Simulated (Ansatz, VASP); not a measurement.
## Two plane-wave programs on TeMo5

```
Te Mo
1.0
     0.00000    3.72018    3.72018
     3.72018    0.00000    3.72018
     3.72018    3.72018    0.00000
Te Mo
1 5
Cartesian
  0.0000 0.0000 0.0000
  5.5803 5.5803 5.5803
  2.7828 4.6575 4.6575
  2.7828 2.7828 2.7828
  4.6575 2.7828 4.6575
  4.6575 4.6575 2.7828
```

Change from the starting cell: species swapped into the Be5Co type (F-43m, No. 216).

Alike in both runs: task single point; functional PBE; k mesh 4 × 4 × 4; occupations gaussian, width 0.1 eV; collinear spin.

|  | VASP | Ansatz |
| --- | --- | --- |
| version | VASP 6.6.1 | Ansatz 0.2.0 |
| potentials or method | VASP PAW PBE potentials, release 64 (Te, Mo_sv), cutoff 520 eV | scalar-relativistic, plane waves, PAW |
| valence electrons in the cell | 76 | 86 |

|  | VASP | Ansatz | Ansatz less VASP |
| --- | --- | --- | --- |
| gap on the k mesh at the Fermi level (eV) | none | none | - |
| pressure (GPa) | 0.4 | 0.0 | -0.33 |
| rms of the force components (eV/Å) | 0.029 | 0.021 | -0.0071 |
| net moment per atom (μB) | 0.01 | 0.00 | -0.006 |

Atom by atom the forces differ by 0.007 eV/Å (rms over components). A gap of «none» marks a metal or a gap that the smearing closes. VASP's potentials hold 76 valence electrons a cell and Ansatz's 86, so a difference there can come from the potentials and not from the codes. Ansatz's warnings: seeded moment not kept.

The k mesh is coarse, so the values compare programs but aren't converged. Neither program's run includes spin-orbit coupling.
